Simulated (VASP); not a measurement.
Here is a VASP 6.6.1 calculation.

INCAR

```
ALGO = Normal
EDIFF = 1E-6
ENCUT = 520
GGA = PS
ISIF = 2
ISMEAR = 1
LASPH = T
LCHARG = F
LREAL = F
LWAVE = F
NBANDS = 14
NELM = 100
PREC = Accurate
SIGMA = 0.1
```

Contents of KPOINTS:

```
k-points
0
Gamma
  5 5 5
```

Contents of POSCAR:

```
MgTl
1.0
    3.6280000000      0.0000000000      0.0000000000
    0.0000000000      3.6280000000      0.0000000000
    0.0000000000      0.0000000000      3.6280000000
Mg Tl
1 1
Direct
    0.0100000000      0.0000000000      0.0000000000
    0.5000000000      0.5000000000      0.5000000000
```

Potentials or basis: VASP PAW PBE potentials, release 64 (Mg, Tl_d).

Run with:

```console
$ cat potpaw_PBE.64/Mg/POTCAR potpaw_PBE.64/Tl_d/POTCAR > POTCAR
$ mpirun -np 1 vasp_std > vasp.out
```

(1) What does it give for the largest force?

(2) Estimate the pressure.

## Answers

(1) 0.061 eV/Å.

(2) -0.2 GPa.

Caveat: the PAW data sets were made with another functional, which shifts forces and pressure a little.
